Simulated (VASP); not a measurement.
## CoO: single point with PBEsol

Crystal: CoO.

```
Co O
1.0
     2.57246    0.00000    0.00000
     0.00000    2.57246    0.00000
     0.00000    0.00000    2.57246
Co O
1 1
Cartesian
  0.0000 0.0000 0.0000
  1.2862 1.2862 1.2862
```

```json
{
  "Program": "VASP 6.6.1",
  "Task": "single point",
  "Functional": "PBEsol",
  "Potentials or basis": "VASP PAW PBE potentials, release 64 (Co, O)",
  "Cutoff": "520 eV",
  "k mesh": "16 × 16 × 16",
  "Occupations": "gaussian, width 0.1 eV",
  "Spin": "collinear spin, ferromagnetic start",
  "Starting moments": "[3.21, 0.91] μB",
  "Fixed moment": "4 μB",
  "Dipole correction": "no",
  "Further INCAR settings": "ALGO = Normal; EDIFF = 1e-06; NBANDS = 18"
}
```

- Pressure: 36.4 GPa
- Net moment: 4.00 μB per cell
- Site moments: Co +3.03; O +0.77 μB
- Valence electrons inside the program's atomic spheres: Co 7.87; O 4.91

Wall time 35 s on 1 thread of Intel(R) Xeon(R) 6975P-C (Granite Rapids) (shared host), peak memory 0.19 GiB.

Caveat: the cell stands under pressure; the PAW data sets were made with another functional, which shifts forces and pressure a little; the total moment is fixed, so each spin has its own Fermi level and the state may be an excited one; a cell with one magnetic atom can't hold antiferromagnetic order, which such compounds often take.
